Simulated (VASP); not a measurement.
Write the native input for VASP 6.6.1 that does the following.

| Quantity | Value |
| --- | --- |
| Task | single point |
| Functional | PBE |
| Potentials or basis | VASP PAW PBE potentials, release 64 (Cs_sv, Ag) |
| Cutoff | 520 eV |
| k mesh | 12 × 12 × 10 |
| Occupations | gaussian, width 0.1 eV |
| Spin | no spin polarisation |
| Dipole correction | no |
| Further INCAR settings | ALGO = Fast; EDIFF = 1e-06; NBANDS = 22 |

The structure of CsAg2 lies in POSCAR:

```
CsAg2
1.0
    4.8522243964      0.0000000000      0.0000000000
   -2.4261121982      4.2021495921      0.0000000000
    0.0000000000      0.0000000000      5.4572464316
Cs Ag
1 2
Direct
    0.0000000000      0.0000000000      0.5000000000
    0.3333333333      0.6666666667      0.0000000000
    0.6666666667      0.3333333333      0.0000000000
```

The cell was generated, and may not be a known phase.

One way to write it, as run:

INCAR

```
  PREC = Accurate
  ENCUT = 520
  EDIFF = 1E-6
  ISMEAR = 0
  SIGMA = 0.1
  LREAL = False
  LASPH = True
  NELM = 60
  ALGO = Fast
  ISIF = 2
  LWAVE = False
  LCHARG = False
  GGA = PE
  NBANDS = 22
```

KPOINTS

```
Automatic mesh
0
Gamma
  12 12 10
```

Potentials or basis: VASP PAW PBE potentials, release 64 (Cs_sv, Ag).

Launch:

```sh
$ cat potpaw_PBE.64/Cs_sv/POTCAR potpaw_PBE.64/Ag/POTCAR > POTCAR
$ mpirun -np 1 vasp_std > vasp.out
```

Results of the run:

| Quantity | Value |
| --- | --- |
| Pressure | 0.0 GPa |
| Band gap on the k mesh | zero (an odd number of electrons rules out a gap without spin polarisation) |

Caveat: spin-orbit coupling is left out, which moves the levels of the heavy elements.

Wall time 3.2 min on 1 thread of Oxide Virtual Turin-like Processor, on a shared host, peak memory 0.37 GiB.
